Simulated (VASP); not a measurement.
Input of a VASP 6.6.1 run:

Contents of INCAR:

```
  PREC = Accurate
  ENCUT = 520
  EDIFF = 1E-6
  ISMEAR = 0
  SIGMA = 0.1
  LREAL = False
  LASPH = True
  NELM = 100
  ALGO = Normal
  ISIF = 2
  LWAVE = False
  LCHARG = False
  GGA = PE
  NBANDS = 32
```

File KPOINTS:

```
Automatic mesh
0
Gamma
  12 12 12
```

The input POSCAR:

```
Sn3O
1.0
   -2.8547384165      2.8547384165      2.8547384165
    2.8547384165     -2.8547384165      2.8547384165
    2.8547384165      2.8547384165     -2.8547384165
Sn O
3 1
Direct
    0.0000000000      0.5000000000      0.5000000000
    0.5000000000      0.0000000000      0.5000000000
    0.5000000000      0.5000000000      0.0000000000
    0.0000000000      0.0000000000      0.0000000000
```

Potentials or basis: VASP PAW PBE potentials, release 64 (Sn_d, O).

The run is started by

```console
$ cat potpaw_PBE.64/Sn_d/POTCAR potpaw_PBE.64/O/POTCAR > POTCAR
$ mpirun -np 1 vasp_std > vasp.out
```

(1) Estimate the pressure.

(2) Predict the band gap on the k mesh.

Answers

(1) -0.1 GPa.

(2) zero (band 24 reaches 8.51 eV, above the bottom of band 25 at 4.43 eV).

Caveat: spin-orbit coupling is left out, which moves the levels of the heavy elements.
